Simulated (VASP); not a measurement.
Write the native input for VASP 6.6.1 that does the following.

* Task: G0W0 quasiparticle levels
* Functional: r2SCAN
* Potentials or basis: VASP PAW PBE potentials, release 64 (Pb_d_GW, S_GW)
* Cutoff: 500 eV
* k mesh: 4 × 4 × 4
* Occupations: gaussian, width 0.01 eV
* Spin: no spin polarisation
* Dipole correction: no
* GW scheme: G0W0
* GW iterations: 1
* Cutoff of the response function: 80
* Frequency points: 96
* Empty bands: 85
* Further INCAR settings: ALGO = EVGW0; EDIFF = 1e-08; NBANDS = 96

The system is PbS.

```
Pb S
1.0
     2.10051    1.21273    3.43019
    -2.10051    1.21273    3.43019
     0.00000   -2.42546    3.43019
Pb S
1 1
Direct
  0.97814 0.97814 0.97814
  0.47746 0.47746 0.47746
```

The input as run:

POSCAR

```
PbS
1.0
    2.1005109999      1.2127305912      3.4301896765
   -2.1005109999      1.2127305912      3.4301896765
    0.0000000000     -2.4254611824      3.4301896765
Pb S
1 1
Direct
    0.9781436749      0.9781436749      0.9781436749
    0.4774576551      0.4774576551      0.4774576551
```

INCAR.step1

```
PREC     = Accurate       # precision mode
ENCUT    = 500            # plane-wave cutoff, eV
EDIFF    = 1E-8           # SCF threshold, eV
ISMEAR   = 0              # smearing method
SIGMA    = 0.01           # smearing width, eV
LREAL    = False          # projectors in reciprocal space
LASPH    = True           # aspherical terms in the spheres
NELM     = 100            # most SCF steps
ALGO     = Normal         # electronic algorithm
LWAVE    = True           # write WAVECAR
LCHARG   = False          # write CHGCAR
METAGGA  = R2SCAN         # meta-GGA
LMIXTAU  = True
```

INCAR.step2

```
PREC     = Accurate       # precision mode
ENCUT    = 500            # plane-wave cutoff, eV
EDIFF    = 1E-8           # SCF threshold, eV
ISMEAR   = 0              # smearing method
SIGMA    = 0.01           # smearing width, eV
LREAL    = False          # projectors in reciprocal space
LASPH    = True           # aspherical terms in the spheres
NELM     = 1              # most SCF steps
ALGO     = Exact          # electronic algorithm
LWAVE    = True           # write WAVECAR
LCHARG   = False          # write CHGCAR
METAGGA  = R2SCAN         # meta-GGA
LMIXTAU  = True         
NBANDS   = 96             # bands
LOPTICS  = True           # frequency-dependent dielectric function
ISTART   = 1
```

INCAR.step3

```
PREC     = Accurate       # precision mode
ENCUT    = 500            # plane-wave cutoff, eV
EDIFF    = 1E-8           # SCF threshold, eV
ISMEAR   = 0              # smearing method
SIGMA    = 0.01           # smearing width, eV
LREAL    = False          # projectors in reciprocal space
LASPH    = True           # aspherical terms in the spheres
ALGO     = EVGW0          # electronic algorithm
LWAVE    = False          # write WAVECAR
LCHARG   = False          # write CHGCAR
METAGGA  = R2SCAN         # meta-GGA
LMIXTAU  = True         
NELMGW   = 1            
NBANDS   = 96             # bands
ENCUTGW  = 80.0           # cutoff of the response function
NOMEGA   = 96             # frequency points
PRECFOCK = Fast         
ISTART   = 1            
NBANDSGW = 19           
OMEGAMAX = 20
```

KPOINTS

```
Automatic mesh
0
Gamma
  4 4 4
```

Potentials or basis: VASP PAW PBE potentials, release 64 (Pb_d_GW, S_GW).

The run is started by

```sh
$ cat potpaw_PBE.64/Pb_d_GW/POTCAR potpaw_PBE.64/S_GW/POTCAR > POTCAR
$ cp INCAR.step1 INCAR
$ mpirun -np 1 vasp_std > vasp.out
$ cp INCAR.step2 INCAR
$ mpirun -np 1 vasp_std > vasp.out
$ cp INCAR.step3 INCAR
$ mpirun -np 1 vasp_std > vasp.out
```

Results of the run:

```json
{
  "Quasiparticle gap": "0.71 eV",
  "Least direct quasiparticle gap": "0.71 eV",
  "Band gap of the starting levels on the mesh": "0.64 eV",
  "Least direct gap of the starting levels on the mesh": "0.64 eV"
}
```

Caveat: the k points lie up to 0.46 Å⁻¹ apart; bands, screening cutoff and mesh are small and nothing is extrapolated, so the quasiparticle values aren't converged; spin-orbit coupling is left out, which moves the levels of the heavy elements.

Run time: 8.3 min on 1 thread of Intel(R) Xeon(R) Platinum 8559C (Emerald Rapids), on a shared host, peak memory 0.75 GiB.
